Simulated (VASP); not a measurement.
# AsI in VASP: a series of runs, part 2 of 2

VASP 6.6.1. Earlier steps stand in the parts before.

## (4) Relaxation of cell and atoms, PBE

This run uses another cell than the first one, of 32.50 Å³/atom, 1.255 times its volume.

INCAR reads:

```
PREC = Accurate ; ENCUT = 600
EDIFF = 1E-7 ; ISMEAR = 0
SIGMA = 0.1 ; LREAL = F
LASPH = T ; NELM = 60
ALGO = Normal ; ISIF = 3
LWAVE = F ; LCHARG = F
GGA = PE ; IBRION = 2
NSW = 90 ; EDIFFG = -0.04
```

KPOINTS reads:

```
Automatic mesh
0
Gamma
  4 4 4
```

POSCAR reads:

```
AsI
1.0
    4.0207155251      0.0000000000      0.0000000000
    0.0000000000      4.0207155251      0.0000000000
    0.0000000000      0.0000000000      4.0207155251
As I
1 1
Direct
    0.0000000000      0.0000000000      0.0000000000
    0.5000000000      0.5000000000      0.5000000000
```

Potentials or basis: VASP PAW PBE potentials, release 64 (As, I).

On the command line:

```sh
> cat potpaw_PBE.64/As/POTCAR potpaw_PBE.64/I/POTCAR > POTCAR
> mpirun -np 1 vasp_std > vasp.out
```

OUTCAR:

```text
PREC = Accurate
   ENCUT = 600
   EDIFF = 1E-7
   ISMEAR = 0
   LREAL = F
   LASPH = T
   NELM = 60
   ISIF = 3
   GGA = PE
   IBRION = 2
   NSW = 90
   EDIFFG = -0.04

 ion  position               nearest neighbor table
   1  0.000  0.000  0.000-
   2  0.500  0.500  0.500-

  LATTYP: Found a simple cubic cell.
 ALAT       =     4.0207155251

  Lattice vectors:

 A1 = (   4.0207155251,   0.0000000000,   0.0000000000)
 A2 = (   0.0000000000,   4.0207155251,   0.0000000000)
 A3 = (   0.0000000000,   0.0000000000,   4.0207155251)

Analysis of symmetry for initial positions (statically):
=====================================================================
 Subroutine PRICEL returns:
[... 147 lines left out ...]
--------------------------------------- Ionic step        1  -------------------------------------------

 number of electron      12.0000003 magnetization

 Free energy of the ion-electron system (eV)
  ---------------------------------------------------
  ext. energy  EPLUGINS =         0.00000000
  ---------------------------------------------------
  free energy    TOTEN  =        -4.40403583 eV

  energy without entropy =       -4.38717716  energy(sigma->0) =       -4.39560650

 E-fermi :   4.1472     XC(G=0):  -9.0038

 val. band max:        4.0101996470   @ k =   0.5000   0.0000   0.0000
 cond. band min:       4.2171566369   @ k =   0.5000   0.2500   0.0000
 fundamental gap:      0.2069569899
 Fermi energy:         4.1472228699
[... 372 lines left out ...]
--------------------------------------- Ionic step        4  -------------------------------------------

 number of electron      11.9999999 magnetization

 Free energy of the ion-electron system (eV)
  ---------------------------------------------------
  ext. energy  EPLUGINS =         0.00000000
  ---------------------------------------------------
  free energy    TOTEN  =        -4.71417109 eV

  energy without entropy =       -4.69111605  energy(sigma->0) =       -4.70264357

 E-fermi :   6.8690     XC(G=0): -10.0281

 val. band max:        6.5779058516   @ k =   0.5000   0.0000   0.0000
 cond. band min:       6.8911015421   @ k =   0.2500   0.2500   0.2500
 fundamental gap:      0.3131956905
 Fermi energy:         6.8690429322
[... 157 lines left out ...]
  FREE ENERGIE OF THE ION-ELECTRON SYSTEM (eV)
  ---------------------------------------------------
  free  energy   TOTEN  =        -4.7141710915 eV

  energy  without entropy=       -4.6911160459  energy(sigma->0) =       -4.70264357

 reached required accuracy - stopping structural energy minimisation
```

OSZICAR:

```text
N       E                     dE             d eps       ncg     rms          rms(c)
DAV:   1     0.467491472984E+02    0.46749E+02   -0.53989E+03   200   0.111E+03
DAV:   2    -0.203974472819E+01   -0.48789E+02   -0.47186E+02   316   0.138E+02
DAV:   3    -0.439174933600E+01   -0.23520E+01   -0.23405E+01   230   0.336E+01
[... 36 lines left out ...]
DAV:   3    -0.471426850627E+01    0.53560E-03   -0.76870E-04   200   0.174E-01    0.106E-01
DAV:   4    -0.471418278179E+01    0.85724E-04   -0.11514E-04   210   0.647E-02    0.113E-01
DAV:   5    -0.471417136056E+01    0.11421E-04   -0.33542E-05   204   0.324E-02    0.786E-03
DAV:   6    -0.471417114809E+01    0.21246E-06   -0.25544E-06   206   0.894E-03    0.564E-03
DAV:   7    -0.471417109146E+01    0.56629E-07   -0.12988E-07   120   0.280E-03
   4 F= -.47141711E+01 E0= -.47026436E+01  d E =-.310135E+00
```

Wall time 22 s (1 thread of Intel Xeon Platinum 8259CL at 2.50GHz (Skylake/Cascade Lake), shared host); peak memory 0.19 GiB.

Results:

| Quantity | Value |
| --- | --- |
| Free energy | -4.7142 eV |
| Relaxed volume | 25.75 Å³/atom |
| Relaxed cell | a = 3.721 Å, b = 3.721 Å, c = 3.721 Å, α = 90.00°, β = 90.00°, γ = 90.00° |
| Space group after relaxing (to 0.05 Å) | Pm-3m (No. 221) |
| Energy gained by relaxing | 155.1 meV/atom |
| Ionic steps | 4 |
| Pressure after relaxing | -0.1 GPa |
| Band gap on the k mesh | zero (band 6 reaches 9.20 eV, above the bottom of band 7 at 3.80 eV) |

The path:
```tsv
step	energy change (eV)	largest force (eV/Å)	pressure (GPa)	volume (Å³)
1	0.0000	0.0000	-5.82	65.00
2	-0.2856	0.0000	-2.37	54.51
3	-0.3097	0.0000	0.40	51.04
4	-0.3101	0.0000	-0.05	51.50
```

Final structure:
```xyz
2
Lattice="3.7206 0.0000 0.0000 0.0000 3.7206 0.0000 0.0000 0.0000 3.7206" Properties=species:S:1:pos:R:3 pbc="T T T"
As    0.0000    0.0000    0.0000
I     1.8603    1.8603    1.8603
```

Caveat: the k points lie up to 0.42 Å⁻¹ apart in the final cell; the volume moved by over 15 % at a fixed basis, so the end points are rough; spin-orbit coupling is left out, which moves the levels of the heavy elements.

## (5) Single point, PBE

This run uses another cell than the first one, of 25.99 Å³/atom, 1.003 times its volume.

INCAR reads:

```
SYSTEM = AsI
PREC     = Accurate       ! precision mode
ENCUT    = 520            ! plane-wave cutoff, eV
EDIFF    = 1E-7           ! SCF threshold, eV
ISMEAR   = 0              ! smearing method
SIGMA    = 0.1            ! smearing width, eV
LREAL    = .FALSE.        ! projectors in reciprocal space
LASPH    = .TRUE.         ! aspherical terms in the spheres
NELM     = 100            ! most SCF steps
ALGO     = Normal         ! electronic algorithm
ISIF     = 2              ! what is computed and relaxed
LWAVE    = .FALSE.        ! write WAVECAR
LCHARG   = .FALSE.        ! write CHGCAR
GGA      = PE             ! functional
NBANDS   = 13             ! bands
```

KPOINTS reads:

```
Automatic mesh
0
G
  16 16 16
  0 0 0
```

POSCAR reads:

```
AsI
1.0
    3.7320855728      0.0000000000      0.0000000000
    0.0000000000      3.7320855728      0.0000000000
    0.0000000000      0.0000000000      3.7320855728
As I
1 1
Direct
    0.0000000000      0.0000000000      0.0000000000
    0.5000000000      0.5000000000      0.5000000000
```

On the command line:

```sh
> cat potpaw_PBE.64/As/POTCAR potpaw_PBE.64/I/POTCAR > POTCAR
> mpirun -np 1 vasp_std > vasp.out
```

Run time: 48 s. Hardware: 1 thread of Intel Xeon Platinum 8259CL at 2.50GHz (Skylake/Cascade Lake), shared host; peak memory 0.25 GiB.

The run converged. Its results:

- Free energy: -4.7279 eV
- Pressure: 0.0 GPa
- Band gap on the k mesh: zero (band 6 reaches 9.03 eV, above the bottom of band 7 at 3.72 eV)

Levels at points of the mesh, in eV from the Fermi level:
```csv
k point,band 4,band 5,band 6,band 7,band 8,band 9
"(0.00, 0.00, 0.00)",-3.35,-3.35,2.55,2.55,2.55,3.24
"(0.50, 0.00, 0.00)",-1.87,-1.87,-1.60,-0.02,-0.02,5.46
"(0.50, 0.50, 0.00)",-6.24,-1.30,0.68,1.71,1.71,5.58
"(0.50, 0.50, 0.50)",-4.42,-4.42,-2.76,-2.76,-2.76,12.60
```

Caveat: spin-orbit coupling is left out, which moves the levels of the heavy elements.

## (6) Single point, PBE

This run uses another cell than the first one, of 26.01 Å³/atom, 1.004 times its volume.

INCAR reads:

```
SYSTEM = AsI
ALGO     = Normal         ! electronic algorithm
EDIFF    = 1E-6           ! SCF threshold, eV
ENCUT    = 520            ! plane-wave cutoff, eV
GGA      = PE             ! functional
ISIF     = 2              ! what is computed and relaxed
ISMEAR   = 0              ! smearing method
LASPH    = .TRUE.         ! aspherical terms in the spheres
LCHARG   = .FALSE.        ! write CHGCAR
LREAL    = .FALSE.        ! projectors in reciprocal space
LWAVE    = .FALSE.        ! write WAVECAR
NBANDS   = 13             ! bands
NELM     = 60             ! most SCF steps
PREC     = Accurate       ! precision mode
SIGMA    = 0.1            ! smearing width, eV
```

KPOINTS reads:

```
k-points
0
G
  16 16 14
  0 0 0
```

POSCAR reads:

```
AsI
1.0
    3.7401941308      0.0000000000      0.0000000000
    0.0000000000      3.7401941308      0.0000000000
    0.0000000000      0.0000000000      3.7184643377
As I
1 1
Direct
    0.5000000000      0.5000000000      0.5000000000
    0.0000000000      0.0000000000      0.0000000000
```

Potentials or basis: VASP PAW PBE potentials, release 64 (As, I).

On the command line:

```sh
> cat potpaw_PBE.64/As/POTCAR potpaw_PBE.64/I/POTCAR > POTCAR
> mpirun -np 1 vasp_std > vasp.out
```

OUTCAR:

```text
SYSTEM = AsI
   EDIFF = 1E-6
   ENCUT = 520
   GGA = PE
   ISIF = 2
   ISMEAR = 0
   LASPH = .TRUE.
   LREAL = .FALSE.
   NELM = 60
   PREC = Accurate

 ion  position               nearest neighbor table
   1  0.500  0.500  0.500-   2 3.23   2 3.23   2 3.23   2 3.23   2 3.23   2 3.23   2 3.23   2 3.23

   2  0.000  0.000  0.000-   1 3.23   1 3.23   1 3.23   1 3.23   1 3.23   1 3.23   1 3.23   1 3.23

  LATTYP: Found a simple tetragonal cell.
 ALAT       =     3.7401941308
 C/A-ratio  =     0.9941901965

  Lattice vectors:

 A1 = (   3.7401941308,   0.0000000000,   0.0000000000)
 A2 = (   0.0000000000,   3.7401941308,   0.0000000000)
 A3 = (   0.0000000000,   0.0000000000,   3.7184643377)

Analysis of symmetry for initial positions (statically):
=====================================================================
 Subroutine PRICEL returns:
 Original cell was already a primitive cell.

 Routine SETGRP: Setting up the symmetry group for a
 simple tetragonal supercell.

 Subroutine GETGRP returns: Found 16 space group operations
 (whereof 16 operations were pure point group operations)
 out of a pool of 16 trial point group operations.

The static configuration has the point symmetry D_4h.

Analysis of symmetry for dynamics (positions and initial velocities):
=====================================================================
 Subroutine PRICEL returns:
 Original cell was already a primitive cell.

 Routine SETGRP: Setting up the symmetry group for a
 simple tetragonal supercell.

 Subroutine GETGRP returns: Found 16 space group operations
 (whereof 16 operations were pure point group operations)
 out of a pool of 16 trial point group operations.

The dynamic configuration has the point symmetry D_4h.

 Subroutine INISYM returns: Found 16 space group operations
 (whereof 16 operations are pure point group operations),
 and found     1 'primitive' translations

----------------------------------------------------------------------------------------

                                     Primitive cell

  volume of cell :      52.0178
[... 120 lines left out ...]
 non-spin polarized calculation
 Gauss-broadening in eV      SIGMA  =   0.10
  energy-cutoff  :      520.00
  volume of cell :       52.02
 maximum number of plane-waves:      1420
 NGX is ok and might be reduce to    28
   NGX = 13   NGY = 13   NGZ = 13

 number of electron      12.0000003 magnetization

 Free energy of the ion-electron system (eV)
  ---------------------------------------------------
  ext. energy  EPLUGINS =         0.00000000
  ---------------------------------------------------
  free energy    TOTEN  =        -4.72553564 eV

  energy without entropy =       -4.71630531  energy(sigma->0) =       -4.72092047

 E-fermi :   6.4780     XC(G=0):  -9.9857

 val. band max:        6.4717365742   @ k =   0.3750   0.2500   0.0714
 cond. band min:       6.4785181020   @ k =   0.3125   0.0625   0.5000
 fundamental gap:      0.0067815278
 Fermi energy:         6.4779507380

 k-point     1 :       0.0000    0.0000    0.0000
  band No.  band energies     occupation
      1      -8.5983      2.00000
      2      -2.9015      2.00000
      3       3.0924      2.00000
      4       3.0924      2.00000
      5       3.1752      2.00000
      6       9.0155      0.00000
      7       9.0155      0.00000
      8       9.0329      0.00000
      9       9.6934      0.00000
     10       9.7339      0.00000
     11      15.7673      0.00000
     12      16.7960      0.00000
     13      16.8937      0.00000
[... 354 lines left out ...]
  band No.  band energies     occupation
      1      -7.3545      2.00000
      2      -4.7430      2.00000
      3       2.8978      2.00000
      4       3.1304      2.00000
      5       4.7138      2.00000
      6       6.1194      2.00000
      7       6.5775      0.15899
      8       6.7558      0.00009
      9      12.4430      0.00000
     10      13.0872      0.00000
     11      16.4924      0.00000
     12      16.5340      0.00000
     13      16.5730      0.00000

 [... further k-points ...]

------------------------ aborting loop because EDIFF is reached ----------------------------------------

  FORCE on cell =-STRESS in cart. coord.  units (eV):
  Direction    XX          YY          ZZ          XY          YZ          ZX
  --------------------------------------------------------------------------------------
  -------------------------------------------------------------------------------------
  Total       -0.0147740     -0.0147740     -0.0145874      0.0000000      0.0000000     -0.0000000
  in kB       -0.4550481     -0.4550481     -0.4492995      0.0000000      0.0000000     -0.0000000
  external PRESSURE =      -0.4531319 kB  Pullay stress =       0.0000000 kB

 VOLUME and BASIS-vectors are now :
 -----------------------------------------------------------------------------
  energy-cutoff  :      520.00
  volume of cell :       52.02
      direct lattice vectors                 reciprocal lattice vectors
     3.740194131  0.000000000  0.000000000     0.267365801  0.000000000  0.000000000
     0.000000000  3.740194131  0.000000000     0.000000000  0.267365801  0.000000000
     0.000000000  0.000000000  3.718464338     0.000000000  0.000000000  0.268928221

 POSITION                                       TOTAL-FORCE (eV/Angst)
 -----------------------------------------------------------------------------------
      1.87010      1.87010      1.85923         0.000000      0.000000      0.000000
      0.00000      0.00000      0.00000         0.000000      0.000000      0.000000
 -----------------------------------------------------------------------------------
    total drift:                                0.000000      0.000000      0.000000

  FREE ENERGIE OF THE ION-ELECTRON SYSTEM (eV)
  ---------------------------------------------------
  free  energy   TOTEN  =        -4.7255356420 eV

  energy  without entropy=       -4.7163053052  energy(sigma->0) =       -4.72092047
```

OSZICAR:

```text
N       E                     dE             d eps       ncg     rms          rms(c)
DAV:   1     0.369452754505E+02    0.36945E+02   -0.46433E+03  9368   0.747E+02
DAV:   2    -0.280925663689E+01   -0.39755E+02   -0.37931E+02 13130   0.118E+02
DAV:   3    -0.471335797136E+01   -0.19041E+01   -0.18859E+01 11945   0.246E+01
DAV:   4    -0.472959849292E+01   -0.16241E-01   -0.16237E-01 10990   0.291E+00
DAV:   5    -0.472980452402E+01   -0.20603E-03   -0.20603E-03 12430   0.338E-01    0.741E+00
DAV:   6    -0.472491947838E+01    0.48850E-02   -0.20981E-02 11185   0.537E-01    0.453E+00
DAV:   7    -0.472550531059E+01   -0.58583E-03   -0.10072E-02 11655   0.562E-01    0.438E-01
DAV:   8    -0.472555923599E+01   -0.53925E-04   -0.25326E-04 11500   0.905E-02    0.169E-01
DAV:   9    -0.472553598679E+01    0.23249E-04   -0.96066E-05 11380   0.510E-02    0.438E-02
DAV:  10    -0.472553564198E+01    0.34480E-06   -0.24020E-06 11894   0.102E-02
   1 F= -.47255356E+01 E0= -.47209205E+01  d E =-.923034E-02
```

stdout:

```text
POSCAR found type information on POSCAR AsI
 POSCAR found :  2 types and       2 ions
 scaLAPACK will be used
 LDA part: xc-table for (Slater+PW92), standard interpolation
 POSCAR, INCAR and KPOINTS ok, starting setup
 FFT: planning ... GRIDC
 FFT: planning ... GRID_SOFT
 FFT: planning ... GRID
 WAVECAR not read
 entering main loop
```

Run time: 93 s. Hardware: 1 thread of Intel Xeon Platinum 8259CL at 2.50GHz (Skylake/Cascade Lake), shared host; peak memory 0.36 GiB.

Results:

* Free energy: -4.7255 eV
* Pressure: 0.0 GPa
* Band gap on the k mesh: zero (band 6 reaches 9.02 eV, above the bottom of band 7 at 3.72 eV)

Caveat: spin-orbit coupling is left out, which moves the levels of the heavy elements.

## (7) Summary

```csv
task,cell,k mesh,cutoff (eV),gap on the mesh (eV),pressure (GPa)
single point,"a = 3.728 Å, 2 atoms",4 × 4 × 4,520,none,-0.3
single point,"a = 3.670, b = 3.670, c = 3.835 Å, 2 atoms",6 × 6 × 4,520,none,0.1
relaxation of cell and atoms,"relaxed from a = 4.021 Å, 2 atoms",4 × 4 × 4,600,none,-0.1
single point,"a = 3.732 Å, 2 atoms",16 × 16 × 16,520,none,0.0
single point,"a = 3.740, b = 3.740, c = 3.718 Å, 2 atoms",16 × 16 × 14,520,none,0.0
```

Alike in all rows: level PBE; potentials or basis VASP PAW PBE potentials, release 64 (As, I); no spin polarisation; smearing gaussian 0.1 eV.

Caveats: some runs use coarse meshes; spin-orbit coupling is left out, which moves the levels of the heavy elements; the volume moved by over 15 % at a fixed basis, so the end points are rough (some runs).

Total energies depend on the potentials used, so only differences within one code and one set of settings carry meaning.
